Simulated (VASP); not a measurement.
Pb, 2 atoms in the cell. Symmetry: P6_3/mmc, No. 194, hexagonal system. The conventional cell has a = 3.480 Å, b = 3.480 Å, c = 5.590 Å, α = 90.00°, β = 90.00°, γ = 120.00°. Pb (site symmetry -6m2) has 12 Pb at 3.44 to 3.48 Å within 4.5 Å. This isn't the form of Pb at room conditions, which is fcc.

| Quantity | Value |
| --- | --- |
| Program | VASP 6.6.1 |
| Task | single point |
| Functional | PBEsol |
| Potentials or basis | VASP PAW PBE potentials, release 64 (Pb_d) |
| Cutoff | 520 eV |
| k mesh | 18 × 18 × 10 |
| Occupations | gaussian, width 0.15 eV |
| Spin | no spin polarisation |
| Dipole correction | no |
| Further INCAR settings | ALGO = Fast; EDIFF = 1e-06; NBANDS = 21 |

Potentials or basis: VASP PAW PBE potentials, release 64 (Pb_d).

Command:

```console
$ cat potpaw_PBE.64/Pb_d/POTCAR > POTCAR
$ mpirun -np 1 vasp_std > vasp.out
```

Hardware: 1 thread of AMD EPYC 9R45 96-Core Processor (Zen 5), on a shared host.

Estimate the wall time of this run.

Run time: 2.1 min on 1 thread of AMD EPYC 9R45 96-Core Processor (Zen 5), with other jobs on the host, peak memory 0.3 GiB. Counts: scf iterations 15, k points 222.
